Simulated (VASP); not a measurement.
Set up this calculation in VASP 6.6.1, as the native input.

```yaml
Task: single point
Functional: PBE
Potentials_or_basis: VASP PAW PBE potentials, release 64 (Te, Pt)
Cutoff: 520 eV
k_mesh: 4 × 4 × 4
Occupations: gaussian, width 0.1 eV
Spin: no spin polarisation
Dipole_correction: no
Further_INCAR_settings: ALGO = Fast; EDIFF = 1e-06; NBANDS = 26
```

The structure of TePt3 lies in POSCAR:

```
TePt3
1.0
    4.0858238600      0.0000000000      0.0000000000
    0.0000000000      4.0858238600      0.0000000000
    0.0000000000      0.0000000000      4.1076889700
Te Pt
1 3
Direct
    0.0000000000      0.0000000000      0.0000000000
    0.0000000000      0.5000000000      0.5000000000
    0.5000000000      0.0000000000      0.5000000000
    0.5000000000      0.5000000000      0.0000000000
```

The input as run:

INCAR

```
SYSTEM = TePt3
PREC = Accurate ; ENCUT = 520
EDIFF = 1E-6 ; ISMEAR = 0
SIGMA = 0.1 ; LREAL = .False.
LASPH = .True. ; NELM = 100
ALGO = Fast ; ISIF = 2
LWAVE = .False. ; LCHARG = .False.
GGA = PE ; NBANDS = 26
```

KPOINTS

```
Automatic mesh
0
Gamma
  4 4 4
  0 0 0
```

Potentials or basis: VASP PAW PBE potentials, release 64 (Te, Pt).

Run with:

```sh
$ cat potpaw_PBE.64/Te/POTCAR potpaw_PBE.64/Pt/POTCAR > POTCAR
$ mpirun -np 1 vasp_std > vasp.out
```

Results of the run:

```yaml
Pressure: 5.0 GPa
Band_gap_on_the_k_mesh: zero (band 18 reaches 11.60 eV, above the bottom of band 19 at 10.88 eV)
```

Caveat: the k points lie up to 0.38 Å⁻¹ apart; spin-orbit coupling is left out, which moves the levels of the heavy elements.

Run time: 21 s on 1 thread of Intel(R) Xeon(R) Platinum 8375C CPU @ 2.90GHz (Ice Lake), on a shared host, peak memory 0.18 GiB.
